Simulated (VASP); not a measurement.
Runs of VASP 6.6.1 on Pb. The structure is that of space group Fm-3m (No. 225), or close to it. The cells are those of the table. 

```tsv
cell	gap on the mesh (eV)	pressure (GPa)
a = 3.620 Å, angles 60.0°, 1 atom	none	-3.3
a = 3.435 Å, angles 60.0°, 1 atom	none	3.2
a = 3.541 Å, angles 60.0°, 1 atom	none	-1.3
a = 3.507 Å, angles 60.0°, 1 atom	none	0.0
a = 3.471 Å, angles 60.0°, 1 atom	none	1.4
a = 3.360 Å, angles 60.0°, 1 atom	none	(b)
a = 3.575 Å, angles 60.0°, 1 atom	none	(a)
```

Alike in all rows: task single point; level PBE+D3(BJ); potentials or basis VASP PAW PBE potentials, release 64 (Pb_d); no spin polarisation; k mesh 14 × 14 × 14; cutoff (eV) 520; smearing gaussian 0.1 eV.

**Question.** Estimate the missing entries.

**Answer.** (a) -2.3; (b) 8.0.

Caveats: spin-orbit coupling is left out, which moves the levels of the heavy elements; the cell stands under pressure (at least some runs); the cell stands under tension (at least some runs).

A k mesh can miss the band edges, and the runs leave out spin-orbit coupling on Pb.

A gap of «none» marks levels without a gap at the run's occupations.
